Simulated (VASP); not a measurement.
## MgS: vibrations by perturbation theory with PBEsol

Crystal: MgS.

```
Mg S
1.0
     2.61427    2.61427    0.00000
    -2.61427    2.61427    0.00000
     0.00000    2.61427    2.61427
Mg S
1 1
Direct
  0.00000 0.00000 0.00000
  0.50000 0.50000 0.00000
```

```yaml
Program: VASP 6.6.1
Task: vibrations by perturbation theory
Functional: PBEsol
Potentials_or_basis: VASP PAW PBE potentials, release 64 (Mg, S)
Cutoff: 520 eV
k_mesh: 8 × 8 × 8
Occupations: gaussian, width 0.01 eV
Spin: no spin polarisation
Dipole_correction: no
Further_INCAR_settings: ALGO = Normal; EDIFF = 1e-08; IBRION = 8; NSW = 1
```

* Highest phonon frequency at Γ, LO-TO splitting left out: 223 cm⁻¹

Phonon frequencies in cm⁻¹ (negative: imaginary):
| q point | frequencies |
| --- | --- |
| (0.000, 0.000, 0.000) | -1 -1 -1 223 223 223 |

It took 28 s on 1 thread of Intel(R) Xeon(R) 6975P-C (Granite Rapids), on a shared host, peak memory 0.2 GiB.

Caveat: the cell wasn't relaxed at this level first, which shifts response properties.
